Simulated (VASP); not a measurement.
Input of a VASP 6.6.1 run:

The input POSCAR:

```
CoSi
1.0
    2.7632776937      0.0000000000      0.0000000000
    0.0000000000      2.7632776937      0.0000000000
    0.0000000000      0.0000000000      2.7632776937
Co Si
1 1
Direct
    0.0000000000      0.0000000000      0.0000000000
    0.5000000000      0.5000000000      0.5000000000
```

INCAR.step1

```
SYSTEM = CoSi
  ALGO = Normal
  EDIFF = 1E-4
  ENCUT = 520
  GGA = PE
  ISMEAR = 0
  ISPIN = 2
  LASPH = .True.
  LCHARG = .False.
  LMAXMIX = 4
  LREAL = .False.
  LWAVE = .True.
  MAGMOM = 0.88 0
  NBANDS = 18
  NELM = 150
  PREC = Accurate
  SIGMA = 0.1
```

The input INCAR.step2:

```
SYSTEM = CoSi
  ALGO = Normal
  EDIFF = 1E-6
  ENCUT = 520
  ISIF = 2
  ISMEAR = 0
  ISPIN = 2
  ISTART = 1
  LASPH = .True.
  LCHARG = .False.
  LMAXMIX = 4
  LMIXTAU = .True.
  LORBIT = 11
  LREAL = .False.
  LWAVE = .False.
  MAGMOM = 0.88 0
  METAGGA = R2SCAN
  NBANDS = 18
  NELM = 150
  PREC = Accurate
  SIGMA = 0.1
```

File KPOINTS:

```
k-points
0
Gamma
  20 20 20
  0 0 0
```

Potentials or basis: VASP PAW PBE potentials, release 64 (Co, Si).

The run is started by

```sh
$ cat potpaw_PBE.64/Co/POTCAR potpaw_PBE.64/Si/POTCAR > POTCAR
$ cp INCAR.step1 INCAR
$ mpirun -np 1 vasp_std > vasp.out
$ cp INCAR.step2 INCAR
$ mpirun -np 1 vasp_std > vasp.out
```

Task: Estimate the pressure.

Result: -0.2 GPa.

Task: What does it give for the net moment?

Result: 0.91 μB per cell.

Task: Estimate the site moments.

Result: Co +0.93; Si +0.04 μB.

Caveat: the PAW data sets were made with another functional, which shifts forces and pressure a little.
